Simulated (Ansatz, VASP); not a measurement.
## ZnGe2 in VASP and in Ansatz

```xyz
6
Lattice="0.0000 3.9132 3.9132 3.9132 0.0000 3.9132 3.9132 3.9132 0.0000" Properties=species:S:1:pos:R:3 pbc="T T T"
Zn    3.9132    3.9132    3.9132
Zn    5.8698    5.8698    5.8698
Ge    0.9783    0.9783    0.9783
Ge    0.9783    2.9349    2.9349
Ge    2.9349    2.9349    0.9783
Ge    2.9349    0.9783    2.9349
```

Alike in both runs: functional PBE; k mesh 8 × 8 × 8; occupations gaussian, width 0.1 eV; no spin polarisation.

Ansatz relaxed the structure, and its values are those at the end. VASP's run is a single point on that final structure, the one shown.

|  | VASP | Ansatz |
| --- | --- | --- |
| version | VASP 6.6.1 | Ansatz 0.2.0 |
| potentials or method | VASP PAW PBE potentials, release 64 (Zn, Ge_d), cutoff 520 eV | scalar-relativistic, plane waves, PAW |
| valence electrons in the cell | 80 | 80 |

```tsv
	VASP	Ansatz	Ansatz less VASP
gap on the k mesh at the Fermi level (eV)	none	none	-
pressure (GPa)	0.0	0.0	0.00
```

A gap of «none» marks a metal or a gap that the smearing closes. The functional is the same, so the differences come from potentials, cutoffs and numerics.
